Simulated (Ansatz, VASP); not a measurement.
**Sb: VASP beside Ansatz**

```
Sb
1.0
     3.16000    0.00000    0.00000
     0.00000    3.16000    0.00000
     0.00000    0.00000    3.16000
Sb
1
Direct
  0.07429 0.98637 0.09153
```

Change from the starting cell: one atom moved.

Alike in both runs: task single point; functional PBEsol; k mesh 12 × 12 × 12; occupations gaussian, width 0.1 eV; no spin polarisation.

|  | VASP | Ansatz |
| --- | --- | --- |
| version | VASP 6.6.1 | Ansatz 0.2.0 |
| potentials or method | VASP PAW PBE potentials, release 64 (Sb), cutoff 520 eV | scalar-relativistic, plane waves, PAW |
| valence electrons in the cell | 5 | 15 |

```tsv
	VASP	Ansatz	Ansatz less VASP
gap on the k mesh at the Fermi level (eV)	none	none	-
pressure (GPa)	-4.6	-4.7	-0.03
```

VASP's potentials were made for PBE, not for PBEsol. A gap of «none» marks a metal or a gap that the smearing closes. VASP's potentials hold 5 valence electrons a cell and Ansatz's 15, so a difference there can come from the potentials and not from the codes.

Spin-orbit coupling is off throughout.
